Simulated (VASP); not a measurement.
# ZnInGaO4 (R3m) in VASP: single point with PBE

Aim: the single point of ZnInGaO4 with PBE.

Everything below comes from runs of VASP 6.6.1. Logs are shortened: lines on timing, memory, paths and dates and some standing lists are left out, and cuts for length are marked.

**1. The cell of the first run**

It takes space group R3m (No. 160, trigonal). The conventional cell has a = 3.361 Å, b = 3.361 Å, c = 26.140 Å, α = 90.00°, β = 90.00°, γ = 120.00°. Within 2.7 Å of Zn (site symmetry 3m) lie 5 O at 2.01 to 2.53 Å. In (site symmetry 3m) has 6 O at 2.22 to 2.23 Å within 2.9 Å. Ga (site symmetry 3m) has 5 O at 1.94 to 2.00 Å within 2.6 Å. O (site symmetry 3m) has 1 Zn at 2.01 Å and 3 In at 2.22 Å within 2.7 Å. O (site symmetry 3m) has 1 Ga at 1.98 Å and 3 In at 2.23 Å within 2.6 Å. Within 2.6 Å of O (site symmetry 3m) lie 3 Ga at 1.94 Å and 1 Zn at 2.53 Å. Within 2.7 Å of O (site symmetry 3m) lie 1 Ga at 2.00 Å and 3 Zn at 2.02 Å.

**2. Single point, PBE**

File INCAR:

```
SYSTEM = ZnInGaO4
PREC = Accurate
ENCUT = 520
EDIFF = 1E-6
ISMEAR = 0
SIGMA = 0.05
LREAL = Auto
LASPH = .True.
NELM = 80
ALGO = Normal
ISIF = 2
LWAVE = .False.
LCHARG = .False.
GGA = PE
NBANDS = 213
```

File KPOINTS:

```
regular mesh
0
Gamma
  2 2 1
  0 0 0
```

File POSCAR:

```
ZnInGaO4
1.0
    0.0000000000      5.8208220000      0.0000010000
    0.0000000000     -1.9402740000      8.7134050000
   10.0819610000      0.0000000000      0.0000000000
Zn In Ga O
6 6 6 24
Direct
    0.2183820000      0.6551460000      0.3333330000
    0.7183820000      0.6551460000      0.1666670000
    0.2183820000      0.6551460000      0.6666670000
    0.7183820000      0.6551460000      0.5000000000
    0.2183820000      0.6551460000      0.0000000000
    0.7183820000      0.6551460000      0.8333330000
    0.0027680000      0.0083040000      0.3333330000
    0.5027680000      0.0083040000      0.1666670000
    0.0027680000      0.0083040000      0.6666670000
    0.5027680000      0.0083040000      0.5000000000
    0.0027680000      0.0083040000      0.0000000000
    0.5027680000      0.0083040000      0.8333330000
    0.2870340000      0.3611020000      0.1666670000
    0.2870340000      0.3611020000      0.5000000000
    0.7870340000      0.3611020000      0.3333330000
    0.2870340000      0.3611020000      0.8333330000
    0.7870340000      0.3611020000      0.6666670000
    0.7870340000      0.3611020000      0.0000000000
    0.2951430000      0.8854290000      0.3333330000
    0.7951430000      0.8854290000      0.1666670000
    0.2951430000      0.8854290000      0.6666670000
    0.7951430000      0.8854290000      0.5000000000
    0.2951430000      0.8854290000      0.0000000000
    0.7951430000      0.8854290000      0.8333330000
    0.2113580000      0.1340740000      0.1666670000
    0.2113580000      0.1340740000      0.5000000000
    0.7113580000      0.1340740000      0.3333330000
    0.2113580000      0.1340740000      0.8333330000
    0.7113580000      0.1340740000      0.6666670000
    0.7113580000      0.1340740000      0.0000000000
    0.1217170000      0.3651510000      0.3333330000
    0.6217170000      0.3651510000      0.1666670000
    0.1217170000      0.3651510000      0.6666670000
    0.6217170000      0.3651510000      0.5000000000
    0.1217170000      0.3651510000      0.0000000000
    0.6217170000      0.3651510000      0.8333330000
    0.3635990000      0.5907970000      0.1666670000
    0.3635990000      0.5907970000      0.5000000000
    0.8635990000      0.5907970000      0.3333330000
    0.3635990000      0.5907970000      0.8333330000
    0.8635990000      0.5907970000      0.6666670000
    0.8635990000      0.5907970000      0.0000000000
```

Potentials or basis: VASP PAW PBE potentials, release 64 (Zn, In_d, Ga_d, O).

Started as:

```console
cat potpaw_PBE.64/Zn/POTCAR potpaw_PBE.64/In_d/POTCAR potpaw_PBE.64/Ga_d/POTCAR potpaw_PBE.64/O/POTCAR > POTCAR
mpirun -np 1 vasp_std > vasp.out
```

OUTCAR:

```text
SYSTEM = ZnInGaO4
   PREC = Accurate
   ENCUT = 520
   EDIFF = 1E-6
   ISMEAR = 0
   LREAL = Auto
   LASPH = .True.
   NELM = 80
   ISIF = 2
   GGA = PE

 ion  position               nearest neighbor table
   1  0.218  0.655  0.333-  19 2.01  37 2.02  39 2.02  38 2.02
   2  0.718  0.655  0.167-  20 2.01  39 2.02  37 2.02  42 2.02
   3  0.218  0.655  0.667-  21 2.01  40 2.02  41 2.02  38 2.02
   4  0.718  0.655  0.500-  22 2.01  38 2.02  39 2.02  41 2.02
   5  0.218  0.655  0.000-  23 2.01  42 2.02  40 2.02  37 2.02
   6  0.718  0.655  0.833-  24 2.01  41 2.02  40 2.02  42 2.02
   7  0.003  0.008  0.333-  20 2.22  19 2.22  22 2.22  25 2.23  27 2.23  26 2.23   8 3.36   8 3.36
                            11 3.36  10 3.36  10 3.36   9 3.36
   8  0.503  0.008  0.167-  19 2.22  20 2.22  23 2.22  27 2.23  25 2.23  30 2.23   7 3.36   7 3.36
                            10 3.36  11 3.36  11 3.36  12 3.36
   9  0.003  0.008  0.667-  24 2.22  21 2.22  22 2.22  28 2.23  29 2.23  26 2.23  12 3.36  12 3.36
                            11 3.36  10 3.36  10 3.36   7 3.36
  10  0.503  0.008  0.500-  22 2.22  21 2.22  19 2.22  26 2.23  27 2.23  29 2.23   8 3.36  12 3.36
                             9 3.36   7 3.36   7 3.36   9 3.36
  11  0.003  0.008  0.000-  23 2.22  20 2.22  24 2.22  30 2.23  28 2.23  25 2.23   7 3.36   9 3.36
                             8 3.36  12 3.36   8 3.36  12 3.36
  12  0.503  0.008  0.833-  21 2.22  24 2.22  23 2.22  29 2.23  28 2.23  30 2.23   9 3.36   9 3.36
[... 17 lines left out ...]
  29  0.711  0.134  0.667-  17 1.98  12 2.23   9 2.23  10 2.23
  30  0.711  0.134  0.000-  18 1.98  11 2.23  12 2.23   8 2.23
  31  0.122  0.365  0.333-  13 1.94  15 1.94  14 1.94
  32  0.622  0.365  0.167-  15 1.94  13 1.94  18 1.94
  33  0.122  0.365  0.667-  16 1.94  17 1.94  14 1.94
  34  0.622  0.365  0.500-  14 1.94  15 1.94  17 1.94
  35  0.122  0.365  0.000-  18 1.94  16 1.94  13 1.94
  36  0.622  0.365  0.833-  17 1.94  16 1.94  18 1.94
  37  0.364  0.591  0.167-  13 2.00   1 2.02   2 2.02   5 2.02
  38  0.364  0.591  0.500-  14 2.00   4 2.02   1 2.02   3 2.02
  39  0.864  0.591  0.333-  15 2.00   2 2.02   1 2.02   4 2.02
  40  0.364  0.591  0.833-  16 2.00   3 2.02   6 2.02   5 2.02
  41  0.864  0.591  0.667-  17 2.00   6 2.02   3 2.02   4 2.02
  42  0.864  0.591  0.000-  18 2.00   5 2.02   6 2.02   2 2.02

  LATTYP: Found a simple monoclinic cell.
 ALAT       =     5.8208220000
 B/A-ratio  =     1.7320510746
 C/A-ratio  =     1.5336010234
 COS(beta)  =    -0.2173531910

  Lattice vectors:

 A1 = (   0.0000000000,   5.8208220000,   0.0000010000)
 A2 = ( -10.0819610000,   0.0000000000,   0.0000000000)
 A3 = (   0.0000000000,  -1.9402740000,   8.7134050000)

Analysis of symmetry for initial positions (statically):
=====================================================================
 Subroutine PRICEL returns following result:

  LATTYP: Found a trigonal (rhomboedric) cell.
 ALAT       =     8.9268197454
 COS(alpha) =     0.9291362092

  Lattice vectors:

 A1 = (  -1.6803301940,  -0.9701370000,  -8.7134055000)
 A2 = (   0.0000000000,   1.9402740000,  -8.7134050000)
 A3 = (   1.6803201120,  -0.9701370000,  -8.7134055000)

   6 primitive cells build up your supercell.

 Routine SETGRP: Setting up the symmetry group for a
 simple monoclinic supercell.

 Subroutine GETGRP returns: Found  2 space group operations
 (whereof  2 operations were pure point group operations)
 out of a pool of  4 trial point group operations.

The static configuration has the point symmetry C_1h.

Analysis of symmetry for dynamics (positions and initial velocities):
=====================================================================
 Subroutine PRICEL returns following result:

  LATTYP: Found a trigonal (rhomboedric) cell.
 ALAT       =     8.9268197454
 COS(alpha) =     0.9291362092

  Lattice vectors:

 A1 = (  -1.6803301940,  -0.9701370000,  -8.7134055000)
 A2 = (   0.0000000000,   1.9402740000,  -8.7134050000)
 A3 = (   1.6803201120,  -0.9701370000,  -8.7134055000)

   6 primitive cells build up your supercell.

 Routine SETGRP: Setting up the symmetry group for a
 simple monoclinic supercell.

 Subroutine GETGRP returns: Found  2 space group operations
 (whereof  2 operations were pure point group operations)
 out of a pool of  4 trial point group operations.

The dynamic configuration has the point symmetry C_1h.

[... 28 lines left out ...]
   primitive index   ion index
                 1           1
                 2           7
                 3          13
                 4          19
                 5          25
                 6          31
                 7          37

----------------------------------------------------------------------------------------

 KPOINTS: regular mesh

Automatic generation of k-mesh.
 Grid dimensions read from file:
 generate k-points for:    2    2    1

 Generating k-lattice:

  Cartesian coordinates                     Fractional coordinates (reciprocal lattice)
     0.000000000  0.085898518  0.019127615     0.500000000  0.000000000  0.000000000
     0.000000000 -0.000000010  0.057382846     0.000000000  0.500000000  0.000000000
     0.099187053  0.000000000  0.000000000     0.000000000  0.000000000  1.000000000

  Length of vectors
     0.088002392  0.057382846  0.099187053

  Shift w.r.t. Gamma in fractional coordinates (k-lattice)
     0.000000000  0.000000000  0.000000000

 Subroutine IBZKPT returns following result:
 ===========================================

 Found      4 irreducible k-points:

 Following reciprocal coordinates:
            Coordinates               Weight
  0.000000  0.000000  0.000000      1.000000
  0.500000  0.000000  0.000000      1.000000
  0.000000  0.500000  0.000000      1.000000
  0.500000  0.500000  0.000000      1.000000
   k-points           NKPTS =      4   k-points in BZ     NKDIM =      4   number of bands    NBANDS=    213
   number of dos      NEDOS =    301   number of ions     NIONS =     42
   total plane-waves  NPLWV = 268800
   dimension x,y,z NGX =    48 NGY =   70 NGZ =   80
   dimension x,y,z NGXF=    96 NGYF=  140 NGZF=  160
   ions per type =               6   6   6  24
   NGX,Y,Z   is equivalent  to a cutoff of  13.71, 13.04, 13.19 a.u.
   NGXF,Y,Z  is equivalent  to a cutoff of  27.42, 26.07, 26.38 a.u.
 SYSTEM =  ZnInGaO4
   PREC   = accura    normal or accurate (medium, high low for compatibility)
   ISTART =      0    job   : 0-new  1-cont  2-samecut
   ICHARG =      2    charge: 1-file 2-atom 10-const
   ISPIN  =      1    spin polarized calculation?
   LNONCOLLINEAR =      F non collinear calculations
   LSORBIT =      F    spin-orbit coupling
   LASPH  =      T    aspherical Exc in radial PAW
   ENCUT  =  520.0 eV  38.22 Ry    6.18 a.u.  10.82 16.60 18.75*2*pi/ulx,y,z
   NELM   =     80;   NELMIN=  2; NELMDL= -5     # of ELM steps
   EDIFF  = 0.1E-05   stopping-criterion for ELM
   LREAL  =      T    real-space projection
   EDIFFG = 0.1E-04   stopping-criterion for IOM
   NSW    =      0    number of steps for IOM
   IBRION =     -1    ionic relax: 0-MD 1-quasi-New 2-CG
   NFREE  =      0    steps in history (QN), initial steepest desc. (CG)
   ISIF   =      2    stress and relaxation
   ISYM   =      2    0-nonsym 1-usesym 2-fastsym
   POTIM  = 0.5000    time-step for ionic-motion
   TEBEG  =    0.0;   TEEND  =   0.0 temperature during run
   PSTRESS=    0.0 pullay stress
   NELECT =     372.0000    total number of electrons
   NUPDOWN=      -1.0000    fix difference up-down
   EMIN   =  10.00;   EMAX   =-10.00  energy-range for DOS
   EFERMI =   0.00;   METHOD = LEGACY
   ISMEAR =     0;   SIGMA  =   0.05  broadening in eV -4-tet -1-fermi 0-gaus
   EFERMI_NEDOS =   21; number of points for ismear=-14 and -15
   IALGO  =     38    algorithm
   IMIX   =      4    mixing-type and parameters
     AMIX     =   0.40;   BMIX     =  1.00
     AMIX_MAG =   1.60;   BMIX_MAG =  1.00
  volume/ion in A,a.u.               =      12.17        82.16
  Fermi-wavevector in a.u.,A,eV,Ry     =   1.472369  2.782374 29.495677  2.167871
  Thomas-Fermi vector in A             =   2.587392
   LORBIT       =      0    0 simple, 1 ext, 2 COOP (PROOUT), +10 PAW based schemes
   GGA     = PE    functional components
   LHFCALC =     F    Hartree Fock is set to
   AEXX    =    0.0000 exact exchange contribution
   IVDW    =     0    specifies the selected vdW correction
   LEPSILON=     F    determine dielectric tensor
   LRPA    =     F    only Hartree local field effects (RPA)
 non-spin polarized calculation
 Gauss-broadening in eV      SIGMA  =   0.05
  energy-cutoff  :      520.00
  volume of cell :      511.35
 maximum number of plane-waves:     13782
 NGX is ok and might be reduce to    48
   NGX = 21   NGY = 33   NGZ = 37

 number of electron     372.0000035 magnetization

 Free energy of the ion-electron system (eV)
  ---------------------------------------------------
  ext. energy  EPLUGINS =         0.00000000
  ---------------------------------------------------
  free energy    TOTEN  =      -226.61028278 eV

  energy without entropy =     -226.61028278  energy(sigma->0) =     -226.61028278

 E-fermi :   3.8661     XC(G=0): -11.0041

 val. band max:        3.5880859817   @ k =   0.0000   0.0000   0.0000
 cond. band min:       4.6264138337   @ k =   0.0000   0.0000   0.0000
 fundamental gap:      1.0383278520
 Fermi energy:         3.8661098873

 k-point     1 :       0.0000    0.0000    0.0000
  band No.  band energies     occupation
      1     -14.8880      2.00000
      2     -14.4806      2.00000
      3     -14.4804      2.00000
      4     -14.1953      2.00000
      5     -14.0971      2.00000
      6     -14.0970      2.00000
[... 793 lines left out ...]
    197       8.9393      0.00000
    198       8.9393      0.00000
 [bands above 198 left out]

------------------------ aborting loop because EDIFF is reached ----------------------------------------

  FORCE on cell =-STRESS in cart. coord.  units (eV):
  Direction    XX          YY          ZZ          XY          YZ          ZX
  --------------------------------------------------------------------------------------
  -------------------------------------------------------------------------------------
  Total        1.5467499     -0.2101069     -1.0316977      0.0000000      0.1312163      0.0000000
  in kB        4.8463349     -0.6583149     -3.2325541      0.0000000      0.4111317      0.0000000
  external PRESSURE =       0.3184887 kB  Pullay stress =       0.0000000 kB

 VOLUME and BASIS-vectors are now :
 -----------------------------------------------------------------------------
  energy-cutoff  :      520.00
  volume of cell :      511.35
      direct lattice vectors                 reciprocal lattice vectors
     0.000000000  5.820822000  0.000001000     0.000000000  0.171797035  0.038255231
     0.000000000 -1.940274000  8.713405000     0.000000000 -0.000000020  0.114765693
    10.081961000  0.000000000  0.000000000     0.099187053  0.000000000  0.000000000

 POSITION                                       TOTAL-FORCE (eV/Angst)
 -----------------------------------------------------------------------------------
      3.36065     -0.00000      5.70855         0.000000     -0.007877      0.039991
      1.68033      2.91041      5.70855        -0.000000     -0.007877      0.039991
      6.72131     -0.00000      5.70855        -0.000000     -0.007877      0.039991
      5.04098      2.91041      5.70855        -0.000000     -0.007877      0.039991
      0.00000     -0.00000      5.70855        -0.000000     -0.007877      0.039991
      8.40163      2.91041      5.70855        -0.000000     -0.007877      0.039991
[... 34 lines left out ...]
      6.72131      3.88055      5.14785        -0.000000     -0.002184     -0.020980
      0.00000      3.88055      5.14785        -0.000000     -0.002184     -0.020980
 -----------------------------------------------------------------------------------
    total drift:                                0.000001      0.008238      0.033500

  FREE ENERGIE OF THE ION-ELECTRON SYSTEM (eV)
  ---------------------------------------------------
  free  energy   TOTEN  =      -226.6102827809 eV

  energy  without entropy=     -226.6102827809  energy(sigma->0) =     -226.61028278
```

Wall time 19 min (1 thread of Intel Xeon Platinum 8259CL at 2.50GHz (Skylake/Cascade Lake), shared host); peak memory 0.75 GiB.

What came out:

| Quantity | Value |
| --- | --- |
| Free energy | -226.6103 eV |
| Pressure | 0.0 GPa |
| Largest force | 0.072 eV/Å |
| Band gap on the k mesh | 1.04 eV |

Forces on the atoms (eV/Å):
```
Zn   0.000 -0.008  0.040
Zn   0.000 -0.008  0.040
Zn   0.000 -0.008  0.040
Zn   0.000 -0.008  0.040
Zn   0.000 -0.008  0.040
Zn   0.000 -0.008  0.040
In   0.000  0.004  0.049
In   0.000  0.004  0.049
In   0.000  0.004  0.049
In   0.000  0.004  0.049
In   0.000  0.004  0.049
In   0.000  0.004  0.049
Ga   0.000  0.000  0.022
Ga   0.000  0.000  0.022
Ga   0.000  0.000  0.022
Ga   0.000  0.000  0.022
Ga   0.000  0.000  0.022
Ga   0.000  0.000  0.022
O    0.000 -0.010  0.029
O    0.000 -0.010  0.029
O    0.000 -0.010  0.029
O    0.000 -0.010  0.029
O    0.000 -0.010  0.029
O    0.000 -0.010  0.029
O    0.000  0.003 -0.047
O    0.000  0.003 -0.047
O    0.000  0.003 -0.047
O    0.000  0.003 -0.047
O    0.000  0.003 -0.047
O    0.000  0.003 -0.047
O    0.000  0.014 -0.071
O    0.000  0.014 -0.071
O    0.000  0.014 -0.071
O    0.000  0.014 -0.071
O    0.000  0.014 -0.071
O    0.000  0.014 -0.071
O    0.000 -0.002 -0.021
O    0.000 -0.002 -0.021
O    0.000 -0.002 -0.021
O    0.000 -0.002 -0.021
O    0.000 -0.002 -0.021
O    0.000 -0.002 -0.021
```

Stress tensor (GPa, compression positive):
```
 0.48  0.00  0.00
 0.00 -0.07  0.04
 0.00  0.04 -0.32
```

Levels at points of the mesh, in eV from the valence-band top:
```
           k point  band 183  band 184  band 185  band 186  band 187  band 188  band 189  band 190
(0.00, 0.00, 0.00)     -0.35     -0.35      0.00      0.00      1.04      4.15      4.15      4.17
(0.50, 0.00, 0.00)     -0.29     -0.29     -0.29     -0.29      3.61      3.61      4.76      4.76
(0.00, 0.50, 0.00)     -0.28     -0.27      0.00      0.00      2.43      2.79      4.44      4.44
(0.50, 0.50, 0.00)     -0.37     -0.37     -0.34     -0.34      3.87      3.87      4.50      4.50
```

Caveat: the k points lie up to 0.62 Å⁻¹ apart; spin-orbit coupling is left out, which moves the levels of the heavy elements. Expect the measured gap to be larger: semilocal functionals such as PBE lack the derivative discontinuity.
